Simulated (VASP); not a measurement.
Here is a VASP 6.6.1 calculation.

INCAR

```
SYSTEM = Cu3Pd
  PREC = Accurate
  ENCUT = 520
  EDIFF = 1E-6
  ISMEAR = 1
  SIGMA = 0.1
  LREAL = .FALSE.
  LASPH = .TRUE.
  NELM = 80
  ALGO = Normal
  ISIF = 2
  LWAVE = .FALSE.
  LCHARG = .TRUE.
  GGA = PS
  LELF = .TRUE.
  LVHAR = .TRUE.
  NBANDS = 30
```

Contents of KPOINTS:

```
Automatic mesh
0
G
  6 6 6
  0 0 0
```

Contents of POSCAR:

```
Cu3Pd
1.0
    3.6900000000      0.0000000000      0.0000000000
    0.0000000000      3.6900000000      0.0000000000
    0.0000000000      0.0000000000      3.6900000000
Cu Pd
3 1
Direct
    0.0000000000      0.5000000000      0.5000000000
    0.5000000000      0.0000000000      0.5000000000
    0.5000000000      0.5000000000      0.0000000000
    0.0000000000      0.0000000000      0.0000000000
```

Potentials or basis: VASP PAW PBE potentials, release 64 (Cu, Pd).

The run is started by

```sh
$ cat potpaw_PBE.64/Cu/POTCAR potpaw_PBE.64/Pd/POTCAR > POTCAR
$ mpirun -np 1 vasp_std > vasp.out
```

Problem. Predict the pressure.

Solution. -4.7 GPa.

Caveat: the PAW data sets were made with another functional, which shifts forces and pressure a little.
